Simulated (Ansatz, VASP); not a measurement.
Fe: VASP beside Ansatz

Contents of INCAR:

```
SYSTEM = Fe
ALGO = Normal
EDIFF = 1E-6
ENCUT = 600
GGA = CA
GGA_COMPAT = .False.
ISIF = 2
ISMEAR = -1
LASPH = .True.
LCHARG = .False.
LREAL = .False.
LWAVE = .False.
NBANDS = 23
NELM = 120
PREC = Accurate
SIGMA = 0.1
```

KPOINTS

```
k-points
0
Gamma
  13 13 13
  0 0 0
```

Contents of POSCAR:

```
Fe
1.0
    0.0000000000      2.3780883197      2.3780883197
    2.3780883197      0.0000000000      2.3780883197
    2.3780883197      2.3780883197      0.0000000000
Fe
2
Direct
    0.1250000000      0.1250000000      0.1250000000
    0.8750000000      0.8750000000      0.8750000000
```

Input for Ansatz:

```yaml
crystal:
  lattice:
    - [0.0, 2.3780883197, 2.3780883197]
    - [2.3780883197, 0.0, 2.3780883197]
    - [2.3780883197, 2.3780883197, 0.0]
  atoms:
    - { symbol: Fe, position: [0.125, 0.125, 0.125] }
    - { symbol: Fe, position: [0.875, 0.875, 0.875] }
hamiltonian:
  xc: lda
  pseudopotentials:
    kind: paw
    azcp:
      Fe: "pseudopotentials/Fe.paw.azcp"
basis:
  ecutwfc: 420
  fft_grid_basis: typed
kpoints:
  mp_grid: { grid: [13, 13, 13], shift: [0, 0, 0] }
magnetization:
  spin_polarized: false
scf:
  occupations: { method: fermi_dirac, width: 0.1 }
  lower_state_search: "off"
output:
  stress: true
```

Alike in both runs: task single point; functional LDA; k mesh 13 × 13 × 13; occupations fermi-dirac, width 0.1 eV; no spin polarisation.

|  | VASP | Ansatz |
| --- | --- | --- |
| version | VASP 6.6.1 | Ansatz 0.2.0 |
| potentials or method | VASP PAW LDA potentials, release 64 (Fe_sv), cutoff 600 eV | plane waves (420 eV) with PAW, scalar-relativistic |
| valence electrons in the cell | 32 | 32 |

```csv
,VASP,Ansatz,Ansatz less VASP
pressure (GPa),-2.6,0.0,+2.58
```

Ansatz warns that its potentials were made for another functional, while VASP's fit it. LDA's correlation is that of Perdew and Zunger in VASP and of Perdew and Wang (1992) in Ansatz.
